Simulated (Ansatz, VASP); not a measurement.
Ta2N in VASP and in Ansatz

```
CELL_PARAMETERS angstrom
5.37631 0.00000 0.00000
-2.68816 4.65602 0.00000
0.00000 0.00000 4.61933
ATOMIC_POSITIONS crystal
Ta 0.70279 0.70279 0.75260
Ta 0.00000 0.29721 0.75260
Ta 0.29721 0.00000 0.75260
Ta 0.29721 0.29721 0.24740
Ta 0.00000 0.70279 0.24740
Ta 0.70279 0.00000 0.24740
N 0.66667 0.33333 0.50000
N 0.33333 0.66667 0.50000
N 0.00000 0.00000 0.00000
```

Alike in both runs: task single point; functional LDA; k mesh 9 × 9 × 8; occupations gaussian, width 0.15 eV; no spin polarisation.

|  | VASP | Ansatz |
| --- | --- | --- |
| version | VASP 6.6.1 | Ansatz 0.2.0 |
| potentials or method | VASP PAW LDA potentials, release 64 (Ta_pv, N), cutoff 520 eV | scalar-relativistic, plane waves, PAW |
| valence electrons in the cell | 81 | 93 |

Ansatz gave:

```
gap on the k mesh at the Fermi level (eV)                     : none
pressure (GPa)                                                : 15.5
traceless stress, the component that is largest in VASP (GPa) : 13.65
rms of the force components (eV/Å)                            : 3.047
```

Task: Which values does VASP return?

Result: gap on the k mesh at the Fermi level (eV): none; pressure (GPa): 17.2; traceless stress, the component that is largest in VASP (GPa): 13.66; rms of the force components (eV/Å): 3.082.

Ansatz warns that its potentials were made for another functional, while VASP's fit it. LDA's correlation is that of Perdew and Zunger in VASP and of Perdew and Wang (1992) in Ansatz. Atom by atom the forces differ by 0.035 eV/Å (rms over components). A gap of «none» marks a metal or a gap that the smearing closes. VASP's potentials hold 81 valence electrons a cell and Ansatz's 93, so a difference there can come from the potentials and not from the codes.

Spin-orbit coupling is off throughout.
